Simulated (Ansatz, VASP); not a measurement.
Hg2O: VASP beside Ansatz

```
Hg O
1.0
     5.00430    0.00000    0.00000
    -2.50215    4.33385    0.00000
     0.00000    0.00000    2.73163
Hg O
2 1
Direct
  0.33333 0.66667 0.50000
  0.66667 0.33333 0.50000
  0.00000 0.00000 0.00000
```

Alike in both runs: functional PBE; k mesh 4 × 4 × 3; occupations gaussian, width 0.15 eV; no spin polarisation.

Ansatz relaxed the structure, and its values are those at the end. VASP's run is a single point on that final structure, the one shown.

|  | VASP | Ansatz |
| --- | --- | --- |
| version | VASP 6.6.1 | Ansatz 0.2.0 |
| potentials or method | VASP PAW PBE potentials, release 64 (Hg_sv_GW, O), cutoff 700 eV | scalar-relativistic, plane waves, PAW |
| valence electrons in the cell | 46 | 46 |

VASP gave:

* gap on the k mesh at the Fermi level (eV): none
* pressure (GPa): -0.4

Problem. What did Ansatz give for the same quantities?

Solution. gap on the k mesh at the Fermi level (eV): none; pressure (GPa): -0.2.

A gap of «none» marks a metal or a gap that the smearing closes. The functional is the same, so the differences come from potentials, cutoffs and numerics.

The k mesh is coarse, so the values compare programs but aren't converged. Neither program's run includes spin-orbit coupling.
